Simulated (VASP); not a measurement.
# In2SbSe3 (P-4m2) in VASP: notebook

In2SbSe3 is run at these levels: PBE; tasks: single point, relaxation of cell and atoms.

Program: VASP 6.6.1. These are calculated values, not measurements. Logs are shortened: lines on timing, memory, paths and dates and some standing lists are left out, and cuts for length are marked.

**1. The cell of the first run**

It takes space group P-4m2 (No. 115, tetragonal). Conventional cell: a = 4.119 Å, b = 4.119 Å, c = 9.035 Å, α = 90.00°, β = 90.00°, γ = 90.00°. Within 4.2 Å of In (site symmetry 2mm) lie 7 Se at 3.09 to 3.25 Å and 2 Sb at 3.14 Å and 4 In at 4.12 Å. Within 3.8 Å of Sb (site symmetry -4m2) lie 4 Se at 2.91 Å and 4 In at 3.14 Å. Within 3.8 Å of Se (site symmetry -4m2) lie 4 Sb at 2.91 Å and 4 In at 3.14 Å. Within 4.2 Å of Se (site symmetry 2mm) lie 5 In at 3.09 to 3.25 Å and 10 Se at 3.66 to 4.12 Å and 2 Sb at 3.98 Å.

The cell was built from a structure type or drawn by symmetry, and may not be a known phase.

**2. Single point, PBE**

INCAR

```
PREC = Accurate
ENCUT = 520
EDIFF = 1E-7
ISMEAR = 0
SIGMA = 0.1
LREAL = F
LASPH = T
NELM = 60
ALGO = Normal
ISIF = 2
LWAVE = F
LCHARG = T
GGA = PE
LELF = T
LVHAR = T
NBANDS = 34
```

KPOINTS

```
regular mesh
0
Gamma
  4 4 2
```

POSCAR

```
In2SbSe3
1.0
    4.1185299600      0.0000000000      0.0000000000
    0.0000000000      4.1185299600      0.0000000000
    0.0000000000      0.0000000000      9.0347031600
In Sb Se
2 1 3
Direct
    0.0000000000      0.5000000000      0.7372320300
    0.5000000000      0.0000000000      0.2627679700
    0.0000000000      0.0000000000      0.0000000000
    0.5000000000      0.5000000000      0.0000000000
    0.0000000000      0.5000000000      0.3774000100
    0.5000000000      0.0000000000      0.6225999900
```

Potentials or basis: VASP PAW PBE potentials, release 64 (In_d, Sb, Se).

Started as:

```
$ cat potpaw_PBE.64/In_d/POTCAR potpaw_PBE.64/Sb/POTCAR potpaw_PBE.64/Se/POTCAR > POTCAR
$ mpirun -np 1 vasp_std > vasp.out
```

OUTCAR:

```text
PREC = Accurate
   ENCUT = 520
   EDIFF = 1E-7
   ISMEAR = 0
   LREAL = F
   LASPH = T
   NELM = 60
   ISIF = 2
   GGA = PE

 ion  position               nearest neighbor table
   1  0.000  0.500  0.737-   6 3.09   6 3.09   6 3.09   6 3.09   4 3.14   4 3.14   3 3.14   3 3.14
                             5 3.25
   2  0.500  0.000  0.263-   5 3.09   5 3.09   5 3.09   5 3.09   4 3.14   3 3.14   3 3.14   4 3.14
                             6 3.25
   3  0.000  0.000  0.000-   4 2.91   4 2.91   4 2.91   4 2.91   2 3.14   2 3.14   1 3.14   1 3.14

   4  0.500  0.500  0.000-   3 2.91   3 2.91   3 2.91   3 2.91   2 3.14   1 3.14   1 3.14   2 3.14

   5  0.000  0.500  0.377-   2 3.09   2 3.09   2 3.09   2 3.09   1 3.25
   6  0.500  0.000  0.623-   1 3.09   1 3.09   1 3.09   1 3.09   2 3.25

  LATTYP: Found a simple tetragonal cell.
 ALAT       =     4.1185299600
 C/A-ratio  =     2.1936718314

  Lattice vectors:

 A1 = (   4.1185299600,   0.0000000000,   0.0000000000)
 A2 = (   0.0000000000,   4.1185299600,   0.0000000000)
 A3 = (   0.0000000000,   0.0000000000,   9.0347031600)

Analysis of symmetry for initial positions (statically):
=====================================================================
 Subroutine PRICEL returns:
 Original cell was already a primitive cell.

 Routine SETGRP: Setting up the symmetry group for a
 simple tetragonal supercell.

 Subroutine GETGRP returns: Found  8 space group operations
 (whereof  8 operations were pure point group operations)
 out of a pool of 16 trial point group operations.

The static configuration has the point symmetry D_2d.

Analysis of symmetry for dynamics (positions and initial velocities):
=====================================================================
 Subroutine PRICEL returns:
 Original cell was already a primitive cell.

 Routine SETGRP: Setting up the symmetry group for a
 simple tetragonal supercell.

 Subroutine GETGRP returns: Found  8 space group operations
 (whereof  8 operations were pure point group operations)
 out of a pool of 16 trial point group operations.

The dynamic configuration has the point symmetry D_2d.

 Subroutine INISYM returns: Found  8 space group operations
 (whereof  8 operations are pure point group operations),
 and found     1 'primitive' translations

----------------------------------------------------------------------------------------

                                     Primitive cell

  volume of cell :     153.2492

  direct lattice vectors                    reciprocal lattice vectors
     4.118529960  0.000000000  0.000000000     0.242805081  0.000000000  0.000000000
     0.000000000  4.118529960  0.000000000     0.000000000  0.242805081  0.000000000
     0.000000000  0.000000000  9.034703160     0.000000000  0.000000000  0.110684323

  length of vectors
     4.118529960  4.118529960  9.034703160     0.242805081  0.242805081  0.110684323

  position of ions in fractional coordinates (direct lattice)
     0.000000000  0.500000000  0.737232030
     0.500000000  0.000000000  0.262767970
     0.000000000  0.000000000  0.000000000
     0.500000000  0.500000000  0.000000000
     0.000000000  0.500000000  0.377400010
     0.500000000  0.000000000  0.622599990

  ion indices of the primitive-cell ions
   primitive index   ion index
                 1           1
                 2           2
                 3           3
                 4           4
                 5           5
                 6           6

----------------------------------------------------------------------------------------

 KPOINTS: regular mesh

Automatic generation of k-mesh.
 Grid dimensions read from file:
 generate k-points for:    4    4    2

 Generating k-lattice:

  Cartesian coordinates                     Fractional coordinates (reciprocal lattice)
     0.060701270  0.000000000  0.000000000     0.250000000  0.000000000  0.000000000
     0.000000000  0.060701270  0.000000000     0.000000000  0.250000000  0.000000000
     0.000000000  0.000000000  0.055342161     0.000000000  0.000000000  0.500000000

  Length of vectors
     0.060701270  0.060701270  0.055342161

  Shift w.r.t. Gamma in fractional coordinates (k-lattice)
     0.000000000  0.000000000  0.000000000

 Subroutine IBZKPT returns following result:
 ===========================================

 Found     12 irreducible k-points:

 Following reciprocal coordinates:
            Coordinates               Weight
  0.000000  0.000000  0.000000      1.000000
  0.250000  0.000000  0.000000      4.000000
  0.500000  0.000000  0.000000      2.000000
  0.250000  0.250000  0.000000      4.000000
  0.500000  0.250000  0.000000      4.000000
  0.500000  0.500000  0.000000      1.000000
  0.000000  0.000000  0.500000      1.000000
  0.250000  0.000000  0.500000      4.000000
  0.500000  0.000000  0.500000      2.000000
  0.250000  0.250000  0.500000      4.000000
  0.500000  0.250000  0.500000      4.000000
  0.500000  0.500000  0.500000      1.000000
   k-points           NKPTS =     12   k-points in BZ     NKDIM =     12   number of bands    NBANDS=     34
   number of dos      NEDOS =    301   number of ions     NIONS =      6
   total plane-waves  NPLWV =  71680
   dimension x,y,z NGX =    32 NGY =   32 NGZ =   70
   dimension x,y,z NGXF=    64 NGYF=   64 NGZF=  140
   ions per type =               2   1   3
   NGX,Y,Z   is equivalent  to a cutoff of  12.92, 12.92, 12.88 a.u.
   NGXF,Y,Z  is equivalent  to a cutoff of  25.83, 25.83, 25.76 a.u.
 SYSTEM =  unknown system
   PREC   = accura    normal or accurate (medium, high low for compatibility)
   ISTART =      0    job   : 0-new  1-cont  2-samecut
   ICHARG =      2    charge: 1-file 2-atom 10-const
   ISPIN  =      1    spin polarized calculation?
   LNONCOLLINEAR =      F non collinear calculations
   LSORBIT =      F    spin-orbit coupling
   LASPH  =      T    aspherical Exc in radial PAW
   ENCUT  =  520.0 eV  38.22 Ry    6.18 a.u.   7.66  7.66 16.80*2*pi/ulx,y,z
   NELM   =     60;   NELMIN=  2; NELMDL= -5     # of ELM steps
   EDIFF  = 0.1E-06   stopping-criterion for ELM
   LREAL  =      F    real-space projection
   EDIFFG = 0.1E-05   stopping-criterion for IOM
   NSW    =      0    number of steps for IOM
   IBRION =     -1    ionic relax: 0-MD 1-quasi-New 2-CG
   NFREE  =      0    steps in history (QN), initial steepest desc. (CG)
   ISIF   =      2    stress and relaxation
   ISYM   =      2    0-nonsym 1-usesym 2-fastsym
   POTIM  = 0.5000    time-step for ionic-motion
   TEBEG  =    0.0;   TEEND  =   0.0 temperature during run
   PSTRESS=    0.0 pullay stress
   NELECT =      49.0000    total number of electrons
   NUPDOWN=      -1.0000    fix difference up-down
   EMIN   =  10.00;   EMAX   =-10.00  energy-range for DOS
   EFERMI =   0.00;   METHOD = LEGACY
   ISMEAR =     0;   SIGMA  =   0.10  broadening in eV -4-tet -1-fermi 0-gaus
   EFERMI_NEDOS =   21; number of points for ismear=-14 and -15
   IALGO  =     38    algorithm
   IMIX   =      4    mixing-type and parameters
     AMIX     =   0.40;   BMIX     =  1.00
     AMIX_MAG =   1.60;   BMIX_MAG =  1.00
  volume/ion in A,a.u.               =      25.54       172.36
  Fermi-wavevector in a.u.,A,eV,Ry     =   1.119457  2.115467 17.050602  1.253184
  Thomas-Fermi vector in A             =   2.256096
   LORBIT       =      0    0 simple, 1 ext, 2 COOP (PROOUT), +10 PAW based schemes
   GGA     = PE    functional components
   LHFCALC =     F    Hartree Fock is set to
   AEXX    =    0.0000 exact exchange contribution
   IVDW    =     0    specifies the selected vdW correction
   LEPSILON=     F    determine dielectric tensor
   LRPA    =     F    only Hartree local field effects (RPA)
 non-spin polarized calculation
 Gauss-broadening in eV      SIGMA  =   0.10
  energy-cutoff  :      520.00
  volume of cell :      153.25
 maximum number of plane-waves:      4137
 NGX is ok and might be reduce to    32
   NGX = 15   NGY = 15   NGZ = 33

 number of electron      48.9999984 magnetization

 Free energy of the ion-electron system (eV)
  ---------------------------------------------------
  ext. energy  EPLUGINS =         0.00000000
  ---------------------------------------------------
  free energy    TOTEN  =       -19.79435408 eV

  energy without entropy =      -19.75798586  energy(sigma->0) =      -19.77616997

 E-fermi :   5.1402     XC(G=0):  -9.8566

 val. band max:        5.1290818046   @ k =   0.5000   0.2500   0.5000
 cond. band min:       5.1864880272   @ k =   0.2500   0.2500   0.5000
 fundamental gap:      0.0574062226
 Fermi energy:         5.1401677704

 k-point     1 :       0.0000    0.0000    0.0000
  band No.  band energies     occupation
      1      -9.1615      2.00000
      2      -8.8784      2.00000
      3      -8.8266      2.00000
      4      -8.8246      2.00000
      5      -8.8246      2.00000
      6      -8.8146      2.00000
[... 26 lines left out ...]
     33      10.6016      0.00000
     34      11.9816      0.00000

 k-point     2 :       0.2500    0.0000    0.0000
  band No.  band energies     occupation
      1      -9.0295      2.00000
      2      -8.8696      2.00000
      3      -8.8468      2.00000
      4      -8.8346      2.00000
      5      -8.8218      2.00000
      6      -8.8069      2.00000
[... 26 lines left out ...]
     33      11.0789      0.00000
     34      11.1500      0.00000

 k-point     3 :       0.5000    0.0000    0.0000
  band No.  band energies     occupation
      1      -8.9610      2.00000
      2      -8.8851      2.00000
      3      -8.8496      2.00000
      4      -8.8427      2.00000
      5      -8.8187      2.00000
      6      -8.8058      2.00000
[... 26 lines left out ...]
     33      10.8715      0.00000
     34      11.7861      0.00000
[... 260 lines left out ...]
 k-point    11 :       0.5000    0.2500    0.5000
  band No.  band energies     occupation
      1      -8.9547      2.00000
      2      -8.8886      2.00000
      3      -8.8453      2.00000
      4      -8.8401      2.00000
      5      -8.8328      2.00000
      6      -8.8249      2.00000
[... 26 lines left out ...]
     33      11.3421      0.00000
     34      11.9418      0.00000

 k-point    12 :       0.5000    0.5000    0.5000
  band No.  band energies     occupation
      1      -8.9410      2.00000
      2      -8.8948      2.00000
      3      -8.8948      2.00000
      4      -8.8726      2.00000
      5      -8.8498      2.00000
      6      -8.8347      2.00000
[... 26 lines left out ...]
     33      10.9887      0.00000
     34      12.0093      0.00000

------------------------ aborting loop because EDIFF is reached ----------------------------------------

  FORCE on cell =-STRESS in cart. coord.  units (eV):
  Direction    XX          YY          ZZ          XY          YZ          ZX
  --------------------------------------------------------------------------------------
  -------------------------------------------------------------------------------------
  Total       -1.7111306     -1.7111306      2.4913902      0.0000000      0.0000000     -0.0000000
  in kB      -17.8893843    -17.8893843     26.0467771      0.0000000      0.0000000     -0.0000000
  external PRESSURE =      -3.2439972 kB  Pullay stress =       0.0000000 kB

 VOLUME and BASIS-vectors are now :
 -----------------------------------------------------------------------------
  energy-cutoff  :      520.00
  volume of cell :      153.25
      direct lattice vectors                 reciprocal lattice vectors
     4.118529960  0.000000000  0.000000000     0.242805081  0.000000000  0.000000000
     0.000000000  4.118529960  0.000000000     0.000000000  0.242805081  0.000000000
     0.000000000  0.000000000  9.034703160     0.000000000  0.000000000  0.110684323

 POSITION                                       TOTAL-FORCE (eV/Angst)
 -----------------------------------------------------------------------------------
      0.00000      2.05926      6.66067        -0.000000      0.000000     -1.690801
      2.05926      0.00000      2.37403         0.000000      0.000000      1.690801
      0.00000      0.00000      0.00000        -0.000000      0.000000     -0.000000
      2.05926      2.05926      0.00000        -0.000000     -0.000000     -0.000000
      0.00000      2.05926      3.40970        -0.000000      0.000000     -0.349735
      2.05926      0.00000      5.62501        -0.000000      0.000000      0.349735
 -----------------------------------------------------------------------------------
    total drift:                                0.000000      0.000000      0.000000

  FREE ENERGIE OF THE ION-ELECTRON SYSTEM (eV)
  ---------------------------------------------------
  free  energy   TOTEN  =       -19.7943540759 eV

  energy  without entropy=      -19.7579858558  energy(sigma->0) =      -19.77616997
```

Run time: 45 s. Hardware: 1 thread of Intel Xeon 6975P-C (Granite Rapids), shared host; peak memory 0.27 GiB.

What came out:

- Free energy: -19.7944 eV
- Pressure: -0.3 GPa
- Largest force: 1.691 eV/Å
- Band gap on the k mesh: zero (an odd number of electrons rules out a gap without spin polarisation)

Forces in eV/Å, atoms in the order of the input:
```
In   0.000  0.000 -1.691
In   0.000  0.000  1.691
Sb   0.000  0.000  0.000
Se   0.000  0.000  0.000
Se   0.000  0.000 -0.350
Se   0.000  0.000  0.350
```

Levels at points of the mesh, in eV from the Fermi level:
| k point | band 22 | band 23 | band 24 | band 25 | band 26 | band 27 |
| --- | --- | --- | --- | --- | --- | --- |
| (0.00, 0.00, 0.00) | -1.42 | -0.54 | -0.54 | 0.45 | 1.12 | 3.35 |
| (0.50, 0.00, 0.00) | -0.74 | -0.64 | -0.34 | -0.23 | -0.14 | 1.86 |
| (0.50, 0.50, 0.00) | -2.97 | -0.83 | -0.24 | -0.24 | 0.20 | 2.93 |
| (0.00, 0.00, 0.50) | -0.41 | -0.36 | -0.36 | 1.11 | 1.25 | 2.69 |
| (0.50, 0.00, 0.50) | -0.55 | -0.36 | -0.26 | -0.12 | 0.32 | 1.53 |
| (0.50, 0.50, 0.50) | -1.96 | -1.81 | -1.08 | -1.08 | -0.70 | 4.05 |

Caveat: the k points lie up to 0.38 Å⁻¹ apart, too coarse for converged energies and pressures of a metal; spin-orbit coupling is left out, which moves the levels of the heavy elements; forces of over 1 eV/Å act on the atoms, so gaps and moduli don't describe the material at rest.

**3. Single point, PBE**

This run uses another cell than the first one, of 26.19 Å³/atom.

INCAR

```
PREC = Accurate
ENCUT = 520
EDIFF = 1E-6
ISMEAR = 0
SIGMA = 0.1
LREAL = F
LASPH = T
NELM = 100
ALGO = Normal
ISIF = 2
LWAVE = F
LCHARG = F
GGA = PE
NBANDS = 34
```

KPOINTS is that of step 2.

POSCAR

```
In2SbSe3
1.0
    4.0648259026      0.0000000000      0.0000000000
    0.0000000000      4.0648259026      0.0000000000
    0.0000000000      0.0000000000      9.5119180911
In Sb Se
2 1 3
Direct
    0.0000000000      0.5000000000      0.6693128768
    0.5000000000      0.0000000000      0.3306871232
    0.0000000000      0.0000000000      0.0000000000
    0.5000000000      0.5000000000      0.0000000000
    0.0000000000      0.5000000000      0.3672837293
    0.5000000000      0.0000000000      0.6327162707
```

Potentials or basis: VASP PAW PBE potentials, release 64 (In_d, Sb, Se).

Started as:

```
$ cat potpaw_PBE.64/In_d/POTCAR potpaw_PBE.64/Sb/POTCAR potpaw_PBE.64/Se/POTCAR > POTCAR
$ mpirun -np 1 vasp_std > vasp.out
```

Run time: 42 s. Hardware: 1 thread of Intel Xeon 6975P-C (Granite Rapids), shared host; peak memory 0.27 GiB.

The run converged. Its results:

* Free energy: -20.8228 eV
* Pressure: 0.1 GPa
* Largest force: 0.025 eV/Å
* Band gap on the k mesh: zero (an odd number of electrons rules out a gap without spin polarisation)

Forces in eV/Å, atoms in the order of the input:
```
In   0.000  0.000  0.002
In   0.000  0.000 -0.002
Sb   0.000  0.000  0.000
Se   0.000  0.000  0.000
Se   0.000  0.000  0.025
Se   0.000  0.000 -0.025
```

Stress tensor (GPa, compression positive):
```
0.06 0.00 0.00
0.00 0.06 0.00
0.00 0.00 0.26
```

Levels at points of the mesh, in eV from the Fermi level:
| k point | band 21 | band 22 | band 23 | band 24 | band 25 | band 26 | band 27 | band 28 |
| --- | --- | --- | --- | --- | --- | --- | --- | --- |
| (0.00, 0.00, 0.00) | -2.59 | -2.45 | -1.81 | -1.81 | 0.24 | 1.07 | 3.54 | 4.17 |
| (0.50, 0.00, 0.00) | -1.42 | -1.33 | -1.27 | -0.44 | -0.23 | 0.11 | 1.61 | 1.78 |
| (0.50, 0.50, 0.00) | -3.76 | -3.76 | -1.47 | -1.02 | -1.02 | -0.09 | 3.00 | 3.00 |
| (0.00, 0.00, 0.50) | -2.80 | -1.75 | -1.75 | -0.94 | 0.31 | 1.31 | 2.36 | 3.40 |
| (0.50, 0.00, 0.50) | -1.29 | -1.05 | -0.52 | -0.42 | -0.16 | 0.08 | 1.26 | 1.28 |
| (0.50, 0.50, 0.50) | -3.55 | -3.52 | -1.68 | -1.43 | -1.43 | -0.36 | 4.02 | 4.02 |

Caveat: the k points lie up to 0.39 Å⁻¹ apart, too coarse for converged energies and pressures of a metal; spin-orbit coupling is left out, which moves the levels of the heavy elements.

(Part 1 of 2 ends here.)
